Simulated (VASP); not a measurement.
Write the native input for VASP 6.6.1 that does the following.

```yaml
Task: single point
Functional: PBE
Potentials_or_basis: VASP PAW PBE potentials, release 64 (Fe)
Cutoff: 520 eV
k_mesh: 20 × 20 × 20
Occupations: gaussian, width 0.1 eV
Spin: collinear spin, ferromagnetic start
Starting_moments: "[4.0] μB"
Dipole_correction: no
Further_INCAR_settings: ALGO = Normal; EDIFF = 1e-07; NBANDS = 14
```

The structure of Fe lies in POSCAR:

```
Fe
1.0
    0.0000000000      2.0044192720      2.0285389838
    1.5468095167      0.0000000000      2.0285389838
    1.5468095167      2.0044192720      0.0000000000
Fe
1
Direct
    0.0000000000      0.0000000000      0.0000000000
```

The input as run:

INCAR

```
  ALGO = Normal
  EDIFF = 1E-7
  ENCUT = 520
  GGA = PE
  ISIF = 2
  ISMEAR = 0
  ISPIN = 2
  LASPH = True
  LCHARG = True
  LELF = True
  LMAXMIX = 4
  LORBIT = 11
  LREAL = False
  LVHAR = True
  LWAVE = False
  MAGMOM = 4
  NBANDS = 14
  NELM = 150
  PREC = Accurate
  SIGMA = 0.1
```

KPOINTS

```
k-points
0
Gamma
  20 20 20
```

Potentials or basis: VASP PAW PBE potentials, release 64 (Fe).

Command:

```console
$ cat potpaw_PBE.64/Fe/POTCAR > POTCAR
$ mpirun -np 1 vasp_std > vasp.out
```

It gave:

| Item | Value |
| --- | --- |
| Pressure | -12.2 GPa |
| Net moment | 2.48 μB per cell |
| Site moments | Fe +2.49 μB |
| Valence electrons inside the program's atomic spheres | Fe 7.08 |

Caveat: the cell stands under tension.

It took 4.6 min on 1 thread of AMD EPYC 9R45 (Zen 5), with other jobs on the host, peak memory 0.36 GiB.
